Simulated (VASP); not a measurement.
SiO2, 36 atoms in the cell. Symmetry: R-3m, No. 166, trigonal system. The conventional cell has a = 13.597 Å, b = 13.597 Å, c = 14.836 Å, α = 90.00°, β = 90.00°, γ = 120.00°. Si (site symmetry 1) has 4 O at 1.61 to 1.63 Å within 2.1 Å. O (site symmetry 2) has 2 Si at 1.62 Å within 2.2 Å. Within 2.2 Å of O (site symmetry m) lie 2 Si at 1.63 Å. O (site symmetry m) has 2 Si at 1.61 Å within 2.1 Å. O (site symmetry 2) has 2 Si at 1.61 Å within 2.1 Å. 

```yaml
Program: VASP 6.6.1
Task: electric field gradients
Functional: PBE
Potentials_or_basis: VASP PAW PBE potentials, release 64 (Si, O)
Cutoff: 520 eV
k_mesh: 3 × 3 × 3
Occupations: fermi-dirac, width 0.02 eV
Spin: no spin polarisation
Dipole_correction: no
Further_INCAR_settings: LREAL = Auto; ALGO = Normal; EDIFF = 1e-08; NBANDS = 120
```

Potentials or basis: VASP PAW PBE potentials, release 64 (Si, O).

Launch:

```sh
$ cat potpaw_PBE.64/Si/POTCAR potpaw_PBE.64/O/POTCAR > POTCAR
$ mpirun -np 1 vasp_std > vasp.out
```

Hardware: 1 thread of Oxide Virtual Turin-like Processor, on a shared host.

Estimate the wall time of this run.

Wall time 36 min on 1 thread of Oxide Virtual Turin-like Processor, on a shared host, peak memory 0.82 GiB. Counts: scf iterations 22, k points 6.
